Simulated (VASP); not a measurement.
Wanted: the native input for a VASP 6.6.1 run.

- Task: relaxation of cell and atoms
- Functional: PBE
- Dispersion: D3(BJ)
- Potentials or basis: VASP PAW PBE potentials, release 64 (Cd, F)
- Cutoff: 600 eV
- k mesh: 9 × 9 × 9
- Occupations: gaussian, width 0.02 eV
- Spin: no spin polarisation
- Dipole correction: no
- Further INCAR settings: ALGO = Fast; EDIFF = 1e-06; IBRION = 2; EDIFFG = -0.01; NSW = 100; ISIF = 3

The structure of CdF2 lies in POSCAR:

```
CdF2
1.0
    1.9148748501      1.1055535102      3.1725411056
   -1.9148748501      1.1055535102      3.1725411056
    0.0000000000     -2.2111070203      3.1725411056
Cd F
1 2
Direct
    0.0000000000      0.0000000000      0.0000000000
    0.7503806612      0.7503806612      0.7503806612
    0.2496193388      0.2496193388      0.2496193388
```

These files were run (other wordings do the same):

INCAR

```
SYSTEM = CdF2
  PREC = Accurate
  ENCUT = 600
  EDIFF = 1E-6
  ISMEAR = 0
  SIGMA = 0.02
  LREAL = .False.
  LASPH = .True.
  NELM = 100
  ALGO = Fast
  ISIF = 3
  LWAVE = .False.
  LCHARG = .False.
  GGA = PE
  IVDW = 12
  IBRION = 2
  NSW = 100
  EDIFFG = -0.01
```

KPOINTS

```
Automatic mesh
0
Gamma
  9 9 9
  0 0 0
```

Potentials or basis: VASP PAW PBE potentials, release 64 (Cd, F).

Launch:

```sh
$ cat potpaw_PBE.64/Cd/POTCAR potpaw_PBE.64/F/POTCAR > POTCAR
$ mpirun -np 1 vasp_std > vasp.out
```

It gave:

| Quantity | Value |
| --- | --- |
| Relaxed volume | 13.51 Å³/atom |
| Relaxed cell | a = 3.855 Å, b = 3.855 Å, c = 3.855 Å, α = 60.01°, β = 60.01°, γ = 60.01° |
| Space group after relaxing (to 0.1 Å) | Fm-3m (No. 225) |
| Energy gained by relaxing | 0.4 meV/atom |
| Ionic steps | 8 |
| Pressure after relaxing | 0.0 GPa |
| Band gap on the k mesh | 2.97 eV (least direct gap 3.48 eV) |
| Dispersion energy per atom | -0.161 eV |

Caveat: an odd mesh through Γ misses points on the zone boundary, where band edges can lie.

Run time: 97 s on 1 thread of Intel(R) Xeon(R) 6975P-C (Granite Rapids), on a shared host, peak memory 0.24 GiB.
